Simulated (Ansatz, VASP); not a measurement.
## Two plane-wave programs on LiH

Contents of POSCAR:

```
LiH
1.0
    0.0000000000      2.1013317226      2.1013317226
    2.1013317226      0.0000000000      2.1013317226
    2.1013317226      2.1013317226      0.0000000000
Li H
1 1
Direct
    0.0000000000      0.0000000000      0.0000000000
    0.2500000000      0.2500000000      0.2500000000
```

The input INCAR.step1:

```
PREC = Accurate ; ENCUT = 520
ISMEAR = 0 ; SIGMA = 0.01
LREAL = F ; LASPH = T
NELM = 60 ; NBANDS = 9
GGA = PE ; ALGO = Normal
EDIFF = 1E-4 ; LWAVE = T
LCHARG = F
```

The input INCAR.step2:

```
PREC = Accurate ; ENCUT = 520
EDIFF = 1E-7 ; ISMEAR = 0
SIGMA = 0.01 ; LREAL = F
LASPH = T ; NELM = 60
ALGO = Normal ; ISIF = 2
LWAVE = F ; LCHARG = T
METAGGA = R2SCAN ; LMIXTAU = T
LELF = T ; LVHAR = T
NBANDS = 9 ; ISTART = 1
```

Contents of KPOINTS:

```
regular mesh
0
Gamma
  8 8 8
```

Input for Ansatz:

```yaml
crystal:
  lattice:
    - [0.0, 2.1013317226, 2.1013317226]
    - [2.1013317226, 0.0, 2.1013317226]
    - [2.1013317226, 2.1013317226, 0.0]
  atoms:
    - { symbol: Li, position: [0.0, 0.0, 0.0] }
    - { symbol: H, position: [0.25, 0.25, 0.25] }
kpoints:
  mp_grid: { grid: [8, 8, 8] }
hamiltonian:
  xc: r2scan
scf:
  occupations: { method: fixed }
  n_extra_bands: 4
output:
  forces: true
  stress: true
  eigenvalues: true
```

Alike in both runs: task single point; functional r2SCAN; k mesh 8 × 8 × 8; no spin polarisation.

|  | VASP | Ansatz |
| --- | --- | --- |
| version | VASP 6.6.1 | Ansatz 0.2.0 |
| potentials or method | VASP PAW PBE potentials, release 64 (Li_sv, H) | plane waves, PAW |
| plane-wave cutoff (eV) | 520 | 500 |
| occupations | gaussian, width 0.01 eV | fixed |
| valence electrons in the cell | 4 | 4 |

VASP gave:

* gap on the k mesh at the Fermi level (eV): 4.88

Question: Estimate Ansatz's values.

Answer: gap on the k mesh at the Fermi level (eV): 4.82.

VASP's potentials were made for PBE, not for r2SCAN.

Noted on VASP's run: the cutoff is short for stress, so the pressure is rough.
